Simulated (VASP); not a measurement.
# BN (R3m) in VASP: settings compared, part 2 of 2

VASP 6.6.1. Earlier steps stand in the parts before.

## 3. Single point, PBEsol (volume scaled by 0.94)

The input, INCAR:

```
SYSTEM = BN
  ALGO = Normal
  EDIFF = 1E-6
  ENCUT = 520
  GGA = PS
  ISIF = 2
  ISMEAR = -1
  LASPH = .True.
  LCHARG = .False.
  LREAL = .False.
  LWAVE = .False.
  NBANDS = 11
  NELM = 100
  PREC = Accurate
  SIGMA = 0.05
```

The input, KPOINTS:

```
k-points
0
Gamma
  12 12 12
  0 0 0
```

The input, POSCAR:

```
BN
1.0
    1.2255815191      0.7075898200      3.3040796871
   -1.2255815191      0.7075898200      3.3040796871
    0.0000000000     -1.4151796399      3.3040796871
N B
1 1
Direct
    0.6672382000      0.6672382000      0.6672382000
    0.0003288000      0.0003288000      0.0003288000
```

Potentials or basis: VASP PAW PBE potentials, release 64 (N, B).

The run is started by

```console
cat potpaw_PBE.64/N/POTCAR potpaw_PBE.64/B/POTCAR > POTCAR
mpirun -np 1 vasp_std > vasp.out
```

OUTCAR:

```text
SYSTEM = BN
   EDIFF = 1E-6
   ENCUT = 520
   GGA = PS
   ISIF = 2
   ISMEAR = -1
   LASPH = .True.
   LREAL = .False.
   NELM = 100
   PREC = Accurate

 ion  position               nearest neighbor table
   1  0.667  0.667  0.667-   2 1.42   2 1.42   2 1.42
   2  0.000  0.000  0.000-   1 1.42   1 1.42   1 1.42

  LATTYP: Found a trigonal (rhomboedric) cell.
 ALAT       =     3.5943950801
 COS(alpha) =     0.7674786797

  Lattice vectors:

 A1 = (   1.2255815191,   0.7075898200,   3.3040796871)
 A2 = (  -1.2255815191,   0.7075898200,   3.3040796871)
 A3 = (   0.0000000000,  -1.4151796399,   3.3040796871)

Analysis of symmetry for initial positions (statically):
=====================================================================
 Subroutine PRICEL returns:
 Original cell was already a primitive cell.

 Routine SETGRP: Setting up the symmetry group for a
 trigonal (rhombohedral) supercell.

 Subroutine GETGRP returns: Found  6 space group operations
 (whereof  6 operations were pure point group operations)
 out of a pool of 12 trial point group operations.

The static configuration has the point symmetry C_3v.

Analysis of symmetry for dynamics (positions and initial velocities):
=====================================================================
 Subroutine PRICEL returns:
 Original cell was already a primitive cell.

 Routine SETGRP: Setting up the symmetry group for a
 trigonal (rhombohedral) supercell.

 Subroutine GETGRP returns: Found  6 space group operations
 (whereof  6 operations were pure point group operations)
 out of a pool of 12 trial point group operations.

The dynamic configuration has the point symmetry C_3v.

 Subroutine INISYM returns: Found  6 space group operations
 (whereof  6 operations are pure point group operations),
 and found     1 'primitive' translations

----------------------------------------------------------------------------------------

[... 113 lines left out ...]
  volume/ion in A,a.u.               =       8.60        58.01
  Fermi-wavevector in a.u.,A,eV,Ry     =   1.268614  2.397334 21.896979  1.609383
  Thomas-Fermi vector in A             =   2.401700
   LORBIT       =      0    0 simple, 1 ext, 2 COOP (PROOUT), +10 PAW based schemes
   GGA     = PS    functional components
   LHFCALC =     F    Hartree Fock is set to
   AEXX    =    0.0000 exact exchange contribution
   IVDW    =     0    specifies the selected vdW correction
   LEPSILON=     F    determine dielectric tensor
   LRPA    =     F    only Hartree local field effects (RPA)
 non-spin polarized calculation
  energy-cutoff  :      520.00
  volume of cell :       17.19
 maximum number of plane-waves:       477
   NGX = 13   NGY = 13   NGZ = 13

 number of electron       8.0000000 magnetization

 Free energy of the ion-electron system (eV)
  ---------------------------------------------------
  ext. energy  EPLUGINS =         0.00000000
  ---------------------------------------------------
  free energy    TOTEN  =       -18.22193819 eV

  energy without entropy =      -18.22193819  energy(sigma->0) =      -18.22193819

 E-fermi :   3.5162     XC(G=0): -10.4751

 val. band max:        2.4781176413   @ k =  -0.3333   0.3333   0.0000
 cond. band min:       6.7226925184   @ k =   0.5000   0.5000   0.0000
 fundamental gap:      4.2445748772
 Fermi energy:         3.5161545857

 k-point     1 :       0.0000    0.0000    0.0000
  band No.  band energies     occupation
      1     -15.6464      2.00000
      2      -1.9598      2.00000
      3       1.3027      2.00000
      4       1.3027      2.00000
      5       7.5506      0.00000
      6      14.6513      0.00000
      7      14.6513      0.00000
      8      16.3735      0.00000
      9      18.3923      0.00000
     10      29.2702      0.00000
     11      31.2790      0.00000
[... 309 lines left out ...]
 k-point    24 :      -0.4167    0.1667   -0.0000
  band No.  band energies     occupation
      1     -11.9430      2.00000
      2      -6.3973      2.00000
      3      -3.0351      2.00000
      4       2.1401      2.00000
      5       7.7699      0.00000
      6      14.4064      0.00000
      7      16.3663      0.00000
      8      17.1491      0.00000
      9      20.6323      0.00000
     10      24.6089      0.00000
     11      26.6256      0.00000

 [... further k-points ...]
[... 5 lines left out ...]
  --------------------------------------------------------------------------------------
  -------------------------------------------------------------------------------------
  Total        2.8080505      2.8080505      0.0856033      0.0000000      0.0000000      0.0000000
  in kB      261.6917070    261.6917070      7.9776571      0.0000000      0.0000000      0.0000000
  external PRESSURE =     177.1203570 kB  Pullay stress =       0.0000000 kB

 VOLUME and BASIS-vectors are now :
 -----------------------------------------------------------------------------
  energy-cutoff  :      520.00
  volume of cell :       17.19
      direct lattice vectors                 reciprocal lattice vectors
     1.225581519  0.707589820  3.304079687     0.407969598  0.235541357  0.100885380
    -1.225581519  0.707589820  3.304079687    -0.407969598  0.235541357  0.100885380
     0.000000000 -1.415179640  3.304079687     0.000000000 -0.471082715  0.100885380

 POSITION                                       TOTAL-FORCE (eV/Angst)
 -----------------------------------------------------------------------------------
      0.00000      0.00000      6.61382         0.000000      0.000000      0.002094
      0.00000      0.00000      0.00326         0.000000     -0.000000     -0.002094
 -----------------------------------------------------------------------------------
    total drift:                               -0.000000      0.000000     -0.000040

  FREE ENERGIE OF THE ION-ELECTRON SYSTEM (eV)
  ---------------------------------------------------
  free  energy   TOTEN  =       -18.2219381882 eV

  energy  without entropy=      -18.2219381882  energy(sigma->0) =      -18.22193819
```

It took 29 s on 1 thread of Intel Xeon Platinum 8488C (Sapphire Rapids), shared host; peak memory 0.17 GiB.

Results:

| Property | Result |
| --- | --- |
| Free energy | -18.2219 eV |
| Pressure | 17.7 GPa |
| Band gap on the k mesh | 4.24 eV, indirect (least direct gap 4.79 eV) |

Forces on the atoms (eV/Å):
```
N    0.000  0.000  0.002
B    0.000  0.000 -0.002
```

Stress tensor (GPa, compression positive):
```
26.17  0.00  0.00
 0.00 26.17  0.00
 0.00  0.00  0.80
```

Caveat: the PAW data sets were made with another functional, which shifts forces and pressure a little. A k mesh can miss the band edges.

## 4. Single point, LDA (volume scaled by 0.96)

The input, INCAR:

```
SYSTEM = BN
ALGO     = Normal         ! electronic algorithm
EDIFF    = 1E-6           ! SCF threshold, eV
ENCUT    = 520            ! plane-wave cutoff, eV
GGA      = CA             ! functional
ISIF     = 2              ! what is computed and relaxed
ISMEAR   = -1             ! smearing method
LASPH    = .TRUE.         ! aspherical terms in the spheres
LCHARG   = .FALSE.        ! write CHGCAR
LREAL    = .FALSE.        ! projectors in reciprocal space
LWAVE    = .FALSE.        ! write WAVECAR
NBANDS   = 11             ! bands
NELM     = 80             ! most SCF steps
PREC     = Accurate       ! precision mode
SIGMA    = 0.05           ! smearing width, eV
```

The input, KPOINTS:

```
k-points
0
G
  12 12 12
  0 0 0
```

The input, POSCAR:

```
BN
1.0
    1.2342126593      0.7125730110      3.3273486205
   -1.2342126593      0.7125730110      3.3273486205
    0.0000000000     -1.4251460221      3.3273486205
N B
1 1
Direct
    0.6672382000      0.6672382000      0.6672382000
    0.0003288000      0.0003288000      0.0003288000
```

Potentials or basis: VASP PAW LDA potentials, release 64 (N, B).

The run is started by

```console
cat potpaw_LDA.64/N/POTCAR potpaw_LDA.64/B/POTCAR > POTCAR
mpirun -np 1 vasp_std > vasp.out
```

OUTCAR:

```text
SYSTEM = BN
   EDIFF = 1E-6
   ENCUT = 520
   GGA = CA
   ISIF = 2
   ISMEAR = -1
   LASPH = .TRUE.
   LREAL = .FALSE.
   NELM = 80
   PREC = Accurate

 ion  position               nearest neighbor table
   1  0.667  0.667  0.667-   2 1.43   2 1.43   2 1.43
   2  0.000  0.000  0.000-   1 1.43   1 1.43   1 1.43

  LATTYP: Found a trigonal (rhomboedric) cell.
 ALAT       =     3.6197085555
 COS(alpha) =     0.7674786797

  Lattice vectors:

 A1 = (   1.2342126593,   0.7125730110,   3.3273486205)
 A2 = (  -1.2342126593,   0.7125730110,   3.3273486205)
[... 512 lines left out ...]
      7      15.8807      0.00000
      8      16.6910      0.00000
      9      20.1232      0.00000
     10      23.8542      0.00000
     11      25.8889      0.00000

 [... further k-points ...]
[... 5 lines left out ...]
  --------------------------------------------------------------------------------------
  -------------------------------------------------------------------------------------
  Total        1.1112089      1.1112089     -0.0989990      0.0000000      0.0000000      0.0000000
  in kB      101.3998634    101.3998634     -9.0338380      0.0000000      0.0000000      0.0000000
  external PRESSURE =      64.5886296 kB  Pullay stress =       0.0000000 kB

 VOLUME and BASIS-vectors are now :
 -----------------------------------------------------------------------------
  energy-cutoff  :      520.00
  volume of cell :       17.56
      direct lattice vectors                 reciprocal lattice vectors
     1.234212659  0.712573011  3.327348621     0.405116571  0.233894161  0.100179864
    -1.234212659  0.712573011  3.327348621    -0.405116571  0.233894161  0.100179864
     0.000000000 -1.425146022  3.327348621     0.000000000 -0.467788322  0.100179864

 POSITION                                       TOTAL-FORCE (eV/Angst)
 -----------------------------------------------------------------------------------
      0.00000     -0.00000      6.66040         0.000000     -0.000000      0.000809
      0.00000     -0.00000      0.00328         0.000000      0.000000     -0.000809
 -----------------------------------------------------------------------------------
    total drift:                               -0.000000     -0.000000     -0.000060

  FREE ENERGIE OF THE ION-ELECTRON SYSTEM (eV)
  ---------------------------------------------------
  free  energy   TOTEN  =       -19.2803619121 eV

  energy  without entropy=      -19.2803619121  energy(sigma->0) =      -19.28036191
```

OSZICAR:

```text
N       E                     dE             d eps       ncg     rms          rms(c)
DAV:   1     0.110896699011E+02    0.11090E+02   -0.46388E+03  4214   0.685E+02
DAV:   2    -0.207600923881E+02   -0.31850E+02   -0.30346E+02  4910   0.150E+02
DAV:   3    -0.214288495759E+02   -0.66876E+00   -0.66765E+00  5122   0.195E+01
DAV:   4    -0.214305634234E+02   -0.17138E-02   -0.17138E-02  4630   0.118E+00
DAV:   5    -0.214305705799E+02   -0.71565E-05   -0.71565E-05  5150   0.660E-02    0.806E+00
DAV:   6    -0.195605294122E+02    0.18700E+01   -0.58525E+00  4416   0.134E+01    0.360E+00
DAV:   7    -0.193413922313E+02    0.21914E+00   -0.23318E-01  4986   0.338E+00    0.213E+00
DAV:   8    -0.192807780186E+02    0.60614E-01   -0.14920E-01  4905   0.231E+00    0.246E-01
DAV:   9    -0.192803757325E+02    0.40229E-03   -0.23893E-03  4617   0.406E-01    0.139E-01
DAV:  10    -0.192803597617E+02    0.15971E-04   -0.17692E-04  4819   0.117E-01    0.204E-02
DAV:  11    -0.192803622328E+02   -0.24711E-05   -0.10412E-05  4935   0.213E-02    0.142E-02
DAV:  12    -0.192803619121E+02    0.32064E-06   -0.23991E-06  4470   0.982E-03
   1 F= -.19280362E+02 E0= -.19280362E+02  d E =-.848093E-11
```

Run time: 32 s. Hardware: 1 thread of Intel Xeon Platinum 8488C (Sapphire Rapids), shared host; peak memory 0.15 GiB.

Results:

```yaml
Free_energy: -19.2804 eV
Pressure: 6.5 GPa
Band_gap_on_the_k_mesh: 4.14 eV, indirect (least direct gap 4.65 eV)
```

Stress tensor (GPa, compression positive):
```
10.14  0.00  0.00
 0.00 10.14  0.00
 0.00  0.00 -0.90
```

Levels at points of the mesh, in eV from the valence-band top:
| k point | band 1 | band 2 | band 3 | band 4 | band 5 | band 6 | band 7 | band 8 | band 9 |
| --- | --- | --- | --- | --- | --- | --- | --- | --- | --- |
| (0.00, 0.00, 0.00) | -17.82 | -4.36 | -1.24 | -1.24 | 4.91 | 11.91 | 11.91 | 13.48 | 15.59 |
| (0.50, 0.00, 0.00) | -14.46 | -9.06 | -4.14 | -0.62 | 5.24 | 10.31 | 12.97 | 14.97 | 20.09 |
| (0.50, 0.50, 0.00) | -14.39 | -8.92 | -4.20 | -1.26 | 4.14 | 10.33 | 14.20 | 17.61 | 20.65 |
| (0.50, 0.50, 0.50) | -17.51 | -6.51 | -1.26 | -1.26 | 10.11 | 11.84 | 11.84 | 13.09 | 16.53 |

 A k mesh can miss the band edges.

## 5. Overview

| level | potentials or basis | cell | gap on the mesh (eV) | pressure (GPa) |
| --- | --- | --- | --- | --- |
| LDA | VASP PAW LDA potentials, release 64 (N, B) | a = 3.594 Å, angles 39.9°, 2 atoms | 4.16 | 12.4 |
| PBEsol | VASP PAW PBE potentials, release 64 (N, B) | a = 3.594 Å, angles 39.9°, 2 atoms | 4.24 | 17.7 |
| LDA | VASP PAW LDA potentials, release 64 (N, B) | a = 3.620 Å, angles 39.9°, 2 atoms | 4.14 | 6.5 |

Alike in all rows: task single point; no spin polarisation; k mesh 12 × 12 × 12; cutoff (eV) 520; smearing fermi-dirac 0.05 eV.

Caveats: the PAW data sets were made with another functional, which shifts forces and pressure a little (some runs).

Total energies depend on the potentials used, so only differences within one code and one set of settings carry meaning.
